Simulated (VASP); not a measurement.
# MgB2 (P6/mmm) in VASP: a series of runs, part 3 of 3

VASP 6.6.1.

### Step 6. Electric field gradients, PBE (volume scaled by 0.98)

INCAR

```
SYSTEM = MgB2
PREC     = Accurate       ! precision mode
ENCUT    = 520            ! plane-wave cutoff, eV
EDIFF    = 1E-8           ! SCF threshold, eV
ISMEAR   = -1             ! smearing method
SIGMA    = 0.05           ! smearing width, eV
LREAL    = .False.        ! projectors in reciprocal space
LASPH    = .True.         ! aspherical terms in the spheres
NELM     = 60             ! most SCF steps
ALGO     = Normal         ! electronic algorithm
ISIF     = 2              ! what is computed and relaxed
LWAVE    = .False.        ! write WAVECAR
LCHARG   = .False.        ! write CHGCAR
GGA      = PE             ! functional
LEFG     = .True.       
NBANDS   = 11             ! bands
```

KPOINTS

```
regular mesh
0
Gamma
  12 12 9
  0 0 0
```

POSCAR

```
MgB2
1.0
    3.0642953789      0.0000000000      0.0000000000
   -1.5321476895      2.6537576429      0.0000000000
    0.0000000000      0.0000000000      3.4993549923
Mg B
1 2
Direct
    0.0000000000      0.0000000000      0.0000000000
    0.3333333333      0.6666666667      0.5000000000
    0.6666666667      0.3333333333      0.5000000000
```

Potentials or basis: VASP PAW PBE potentials, release 64 (Mg, B).

Launch:

```
$ cat potpaw_PBE.64/Mg/POTCAR potpaw_PBE.64/B/POTCAR > POTCAR
$ mpirun -np 1 vasp_std > vasp.out
```

OUTCAR:

```text
SYSTEM = MgB2
   PREC = Accurate
   ENCUT = 520
   EDIFF = 1E-8
   ISMEAR = -1
   LREAL = .False.
   LASPH = .True.
   NELM = 60
   ISIF = 2
   GGA = PE

 ion  position               nearest neighbor table
   1  0.000  0.000  0.000-   2 2.49   3 2.49   2 2.49   3 2.49   3 2.49   3 2.49   2 2.49   2 2.49
                             3 2.49   3 2.49   2 2.49   2 2.49
   2  0.333  0.667  0.500-   3 1.77   3 1.77   3 1.77   1 2.49   1 2.49   1 2.49   1 2.49   1 2.49
                             1 2.49
   3  0.667  0.333  0.500-   2 1.77   2 1.77   2 1.77   1 2.49   1 2.49   1 2.49   1 2.49   1 2.49
                             1 2.49

  LATTYP: Found a hexagonal cell.
 ALAT       =     3.0642953789
 C/A-ratio  =     1.1419770484

  Lattice vectors:

 A1 = (   3.0642953789,   0.0000000000,   0.0000000000)
 A2 = (  -1.5321476895,   2.6537576429,   0.0000000000)
 A3 = (   0.0000000000,   0.0000000000,   3.4993549923)

Analysis of symmetry for initial positions (statically):
=====================================================================
 Subroutine PRICEL returns:
 Original cell was already a primitive cell.

 Routine SETGRP: Setting up the symmetry group for a
 hexagonal supercell.

 Subroutine GETGRP returns: Found 24 space group operations
 (whereof 24 operations were pure point group operations)
 out of a pool of 24 trial point group operations.

The static configuration has the point symmetry D_6h.

Analysis of symmetry for dynamics (positions and initial velocities):
=====================================================================
 Subroutine PRICEL returns:
 Original cell was already a primitive cell.

 Routine SETGRP: Setting up the symmetry group for a
[... 488 lines left out ...]
      2       0.3341      2.00000
      3       3.5092      2.00000
      4       3.6824      2.00000
      5       9.2353      0.00000
      6      10.1096      0.00000
      7      10.9560      0.00000
      8      14.9877      0.00000
      9      17.4678      0.00000
     10      18.2801      0.00000
     11      18.3605      0.00000

 [... further k-points ...]
[... 5 lines left out ...]
  --------------------------------------------------------------------------------------
  -------------------------------------------------------------------------------------
  Total        0.3789307      0.3789307      0.2156465     -0.0000000      0.0000000      0.0000000
  in kB       21.3348936     21.3348936     12.1415205     -0.0000000      0.0000000      0.0000000
  external PRESSURE =      18.2704359 kB  Pullay stress =       0.0000000 kB

 VOLUME and BASIS-vectors are now :
 -----------------------------------------------------------------------------
  energy-cutoff  :      520.00
  volume of cell :       28.46
      direct lattice vectors                 reciprocal lattice vectors
     3.064295379  0.000000000  0.000000000     0.326339297  0.188412081  0.000000000
    -1.532147689  2.653757643  0.000000000     0.000000000  0.376824162  0.000000000
     0.000000000  0.000000000  3.499354992     0.000000000  0.000000000  0.285766949

 POSITION                                       TOTAL-FORCE (eV/Angst)
 -----------------------------------------------------------------------------------
      0.00000      0.00000      0.00000         0.000000      0.000000      0.000000
     -0.00000      1.76917      1.74968        -0.000000      0.000000      0.000000
      1.53215      0.88459      1.74968         0.000000      0.000000     -0.000000
 -----------------------------------------------------------------------------------
    total drift:                                0.000000     -0.000000      0.000000

  FREE ENERGIE OF THE ION-ELECTRON SYSTEM (eV)
  ---------------------------------------------------
  free  energy   TOTEN  =       -15.3266443781 eV

  energy  without entropy=      -15.3223343050  energy(sigma->0) =      -15.32448934

 Electric field gradients (V/A^2)
---------------------------------------------------------------------
 ion       V_xx      V_yy      V_zz      V_xy      V_xz      V_yz
---------------------------------------------------------------------
   1       0.090     0.090    -0.179    -0.000    -0.000     0.000
   2      -9.850    -9.850    19.699    -0.000     0.000     0.000
   3      -9.850    -9.850    19.699    -0.000     0.000     0.000
---------------------------------------------------------------------

 Electric field gradients after diagonalization (V/A^2)
 (convention: |V_zz| > |V_xx| > |V_yy|)
----------------------------------------------------------------------
 ion       V_xx      V_yy      V_zz     asymmetry (V_yy - V_xx)/ V_zz
----------------------------------------------------------------------
   1       0.090     0.090    -0.179       0.000
   2      -9.850    -9.850    19.699       0.000
   3      -9.850    -9.850    19.699       0.000
----------------------------------------------------------------------

           NMR quadrupolar parameters

 Cq : quadrupolar parameter    Cq=e*Q*V_zz/h
 eta: asymmetry parameters     (V_yy - V_xx)/ V_zz
 Q  : nuclear electric quadrupole moment in mb (millibarn)
----------------------------------------------------------------------
 ion       Cq(MHz)       eta       Q (mb)
----------------------------------------------------------------------
   1      -0.000       0.000       1.000
   2       0.048       0.000       1.000
   3       0.048       0.000       1.000
----------------------------------------------------------------------
```

OSZICAR:

```text
N       E                     dE             d eps       ncg     rms          rms(c)
DAV:   1     0.393808933146E+01    0.39381E+01   -0.38744E+03  2266   0.620E+02
DAV:   2    -0.165154774548E+02   -0.20454E+02   -0.19323E+02  2647   0.106E+02
DAV:   3    -0.170420317659E+02   -0.52655E+00   -0.52490E+00  2667   0.141E+01
DAV:   4    -0.170432264806E+02   -0.11947E-02   -0.11946E-02  2430   0.742E-01
DAV:   5    -0.170432314406E+02   -0.49600E-05   -0.49600E-05  2512   0.491E-02    0.531E+00
DAV:   6    -0.155780660207E+02    0.14652E+01   -0.18043E+00  2377   0.627E+00    0.255E+00
DAV:   7    -0.153333619663E+02    0.24470E+00   -0.99979E-01  2435   0.464E+00    0.780E-01
DAV:   8    -0.153375649508E+02   -0.42030E-02   -0.12452E-01  2305   0.187E+00    0.417E-01
DAV:   9    -0.153268435271E+02    0.10721E-01   -0.24482E-02  2309   0.721E-01    0.763E-02
DAV:  10    -0.153266539478E+02    0.18958E-03   -0.18857E-03  2542   0.235E-01    0.264E-02
DAV:  11    -0.153266445016E+02    0.94461E-05   -0.79998E-05  2320   0.554E-02    0.333E-03
DAV:  12    -0.153266444724E+02    0.29218E-07   -0.19328E-06  2413   0.769E-03    0.195E-03
DAV:  13    -0.153266443856E+02    0.86766E-07   -0.37256E-07  2443   0.333E-03    0.173E-04
DAV:  14    -0.153266443781E+02    0.74809E-08   -0.10813E-08  1854   0.691E-04
   1 F= -.15326644E+02 E0= -.15324489E+02  d E =-.431007E-02
```

stdout:

```text
POSCAR found type information on POSCAR MgB
 POSCAR found :  2 types and       3 ions
 scaLAPACK will be used
 LDA part: xc-table for (Slater+PW92), standard interpolation
 POSCAR, INCAR and KPOINTS ok, starting setup
 FFT: planning ... GRIDC
 FFT: planning ... GRID_SOFT
 FFT: planning ... GRID
 WAVECAR not read
 entering main loop
ion   1

ion   2

ion   3
```

Run time: 28 s. Hardware: 1 thread of Intel Xeon Platinum 8259CL at 2.50GHz (Skylake/Cascade Lake), shared host; peak memory 0.16 GiB.

What came out:

```yaml
Free_energy: -15.3266 eV
Pressure: 1.8 GPa
Band_gap_on_the_k_mesh: zero (band 4 reaches 7.21 eV, above the bottom of band 5 at 3.46 eV)
```

Stress tensor (GPa, compression positive):
```
2.13 0.00 0.00
0.00 2.13 0.00
0.00 0.00 1.21
```

Electric field gradients, principal values (V/Å²):
```tsv
atom	least	middle	greatest (by size)
1 Mg	0.090	0.090	-0.179
2 B	-9.850	-9.850	19.699
3 B	-9.850	-9.850	19.699
```

Caveat: without QUAD_EFG the Cq values of the log hold for a quadrupole moment of 1 mb, not for the nuclei.

### Step 7. The runs side by side

```csv
cell,gap on the mesh (eV),pressure (GPa)
"a = 3.105, b = 3.105, c = 3.546 Å, angles 90.0, 90.0, 120.0°, 3 atoms",none,-4.1
"a = 3.146, b = 3.146, c = 3.592 Å, angles 90.0, 90.0, 120.0°, 3 atoms",none,-9.1
"a = 3.085, b = 3.085, c = 3.523 Å, angles 90.0, 90.0, 120.0°, 3 atoms",none,-1.3
"a = 3.022, b = 3.022, c = 3.451 Å, angles 90.0, 90.0, 120.0°, 3 atoms",none,9.0
"a = 3.064, b = 3.064, c = 3.499 Å, angles 90.0, 90.0, 120.0°, 3 atoms",none,1.8
```

Alike in all rows: task electric field gradients; level PBE; potentials or basis VASP PAW PBE potentials, release 64 (Mg, B); no spin polarisation; k mesh 12 × 12 × 9; cutoff (eV) 520; smearing fermi-dirac 0.05 eV.

Absolute energies hang on the potentials; compare differences alone.
